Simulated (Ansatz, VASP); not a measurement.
**PbS in VASP and in Ansatz**

```
CELL_PARAMETERS angstrom
0.00000 2.93915 2.93915
2.93915 0.00000 2.93915
2.93915 2.93915 0.00000
ATOMIC_POSITIONS crystal
Pb 0.00000 0.00000 0.00000
S 0.50000 0.50000 0.50000
```

Alike in both runs: task single point; functional PBE; k mesh 6 × 6 × 6; no spin polarisation.

|  | VASP | Ansatz |
| --- | --- | --- |
| version | VASP 6.6.1 | Ansatz 0.2.0 |
| potentials or method | VASP PAW PBE potentials, release 64 (Pb_d, S), cutoff 500 eV | plane waves, PAW |
| occupations | gaussian, width 0.01 eV | fixed |
| valence electrons in the cell | 20 | 20 |

|  | VASP | Ansatz | Ansatz less VASP |
| --- | --- | --- | --- |
| pressure (GPa) | 3.9 | 4.0 | +0.08 |

Spin-orbit coupling is off throughout.
